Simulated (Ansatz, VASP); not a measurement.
**RuS2: VASP beside Ansatz**

INCAR

```
PREC = Accurate ; ENCUT = 520
EDIFF = 1E-8 ; ISMEAR = -1
SIGMA = 0.05 ; LREAL = False
LASPH = True ; NELM = 100
ALGO = Normal ; ISIF = 2
LWAVE = False ; LCHARG = False
GGA = CA ; LEFG = True
NBANDS = 20
```

KPOINTS

```
regular mesh
0
Gamma
  12 12 7
```

POSCAR

```
RuS2
1.0
    3.4880934764      0.0000000000      0.0000000000
   -1.7440467382      3.0207775614      0.0000000000
    0.0000000000      0.0000000000      5.1806876060
Ru S
1 2
Direct
    0.0000000000      0.0000000000      0.0000000000
    0.3333333333      0.6666666667      0.2536057355
    0.6666666667      0.3333333333      0.7463942645
```

Input for Ansatz:

```yaml
crystal:
  lattice:
    - [3.4880934764, 0.0, 0.0]
    - [-1.7440467382, 3.0207775614, 0.0]
    - [0.0, 0.0, 5.180687606]
  atoms:
    - { symbol: Ru, position: [0.0, 0.0, 0.0] }
    - { symbol: S, position: [0.3333333333, 0.6666666667, 0.2536057355] }
    - { symbol: S, position: [0.6666666667, 0.3333333333, 0.7463942645] }
kpoints:
  mp_grid: { grid: [12, 12, 7] }
scf:
  occupations: { method: fermi_dirac, width: 0.05 }
hamiltonian:
  xc: lda
  pseudopotentials: { kind: paw }
output:
  forces: true
  stress: true
  eigenvalues: true
  efg: { contact_densities: true }
```

Change from the starting cell: functional lda, volume scaled by 1.04, PAW files.

Alike in both runs: task electric field gradients; functional LDA; k mesh 12 × 12 × 7; occupations fermi-dirac, width 0.05 eV; no spin polarisation.

```csv
,VASP,Ansatz
version,VASP 6.6.1,Ansatz 0.2.0
potentials or method,"VASP PAW LDA potentials, release 64 (Ru_pv, S)","PAW with Ansatz's default frozen-core files, scalar-relativistic"
plane-wave cutoff (eV),520,420
valence electrons in the cell,26,28
```

VASP gave:

* pressure (GPa): -12.5
* traceless stress, the component that is largest in VASP (GPa): 0.98
* rms of the force components (eV/Å): 0.394
* size of Vzz on the site where it differs most (V/Å²): 11.3

Problem. Which values does Ansatz return?

Solution. Pressure (GPa): -12.5; traceless stress, the component that is largest in VASP (GPa): 0.96; rms of the force components (eV/Å): 0.398; size of Vzz on the site where it differs most (V/Å²): 7.2.

LDA's correlation is that of Perdew and Zunger in VASP and of Perdew and Wang (1992) in Ansatz. Atom by atom the forces differ by 0.004 eV/Å (rms over components). VASP's potentials hold 26 valence electrons a cell and Ansatz's 28, so a difference there can come from the potentials and not from the codes.
